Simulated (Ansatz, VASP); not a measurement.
# One calculation of Si7W4, two programs

```
Si W
1.0
    -0.00049   -6.27594    0.00002
     6.27607    0.00049    0.00002
     0.00002    0.00000    7.96516
Si W
14 8
Direct
  0.24683 0.75359 0.83421
  0.50017 0.99707 0.33420
  0.75170 0.24868 0.83423
  0.99528 0.50199 0.33423
  0.74948 0.75129 0.82874
  0.99752 0.99937 0.32874
  0.24994 0.25178 0.15744
  0.49705 0.49888 0.65745
  0.25659 0.74111 0.17070
  0.49039 0.00953 0.67070
  0.73920 0.25850 0.17071
  0.00778 0.49216 0.67071
  0.73565 0.73749 0.17020
  0.01134 0.01318 0.67021
  0.50198 0.99779 0.00121
  0.75099 0.24685 0.50122
  0.49797 0.49983 0.98708
  0.75576 0.75762 0.50456
  0.99122 0.99305 0.00455
  0.24902 0.25085 0.48707
  0.99600 0.50382 0.00122
  0.24501 0.75286 0.50122
```

Alike in both runs: task single point; functional PBEsol; k mesh 5 × 5 × 4; occupations gaussian, width 0.1 eV; no spin polarisation.

|  | VASP | Ansatz |
| --- | --- | --- |
| version | VASP 6.6.1 | Ansatz 0.2.0 |
| potentials or method | VASP PAW PBE potentials, release 64 (Si, W_sv), cutoff 520 eV | scalar-relativistic, plane waves, PAW |
| valence electrons in the cell | 168 | 168 |

|  | VASP | Ansatz | Ansatz less VASP |
| --- | --- | --- | --- |
| gap on the k mesh at the Fermi level (eV) | none | none | - |
| pressure (GPa) | 0.3 | 0.0 | -0.28 |
| traceless stress, the component that is largest in VASP (GPa) | 0.44 | 0.44 | -0.002 |
| rms of the force components (eV/Å) | 0.027 | 0.026 | -0.0014 |

VASP's potentials were made for PBE, not for PBEsol. Atom by atom the forces differ by 0.004 eV/Å (rms over components). A gap of «none» marks a metal or a gap that the smearing closes. With one functional, cell and mesh, what is left measures potentials, basis and numerics.

Spin-orbit coupling is off throughout.
